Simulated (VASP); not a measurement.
A run of VASP 6.6.1 is set up as follows.

The input INCAR:

```
SYSTEM = CsPbBr3
PREC = Accurate
ENCUT = 520
EDIFF = 1E-6
ISMEAR = -1
SIGMA = 0.1
LREAL = .False.
LASPH = .True.
NELM = 60
ALGO = Normal
ISIF = 2
LWAVE = .False.
LCHARG = .False.
GGA = PE
NBANDS = 30
```

Contents of KPOINTS:

```
regular mesh
0
Gamma
  5 5 5
  0 0 0
```

POSCAR

```
CsPbBr3
1.0
    5.9989531540      0.0000000000      0.0000000000
    0.0000000000      5.9989531540      0.0000000000
    0.0000000000      0.0000000000      5.9989531540
Pb Br Cs
1 3 1
Direct
    0.5000000000      0.5000000000      0.5000000000
    0.0000000000      0.5000000000      0.5000000000
    0.5000000000      0.0000000000      0.5000000000
    0.5000000000      0.5000000000      0.0000000000
    0.0000000000      0.0000000000      0.0000000000
```

Potentials or basis: VASP PAW PBE potentials, release 64 (Pb_d, Br, Cs_sv).

Launch:

```sh
$ cat potpaw_PBE.64/Pb_d/POTCAR potpaw_PBE.64/Br/POTCAR potpaw_PBE.64/Cs_sv/POTCAR > POTCAR
$ mpirun -np 1 vasp_std > vasp.out
```

Problem. What does it give for the band gap on the k mesh?

Solution. 2.75 eV, direct.

Problem. Estimate the pressure.

Solution. 0.0 GPa.

Caveat: spin-orbit coupling is left out, which moves the levels of the heavy elements. A k mesh can miss the band edges.
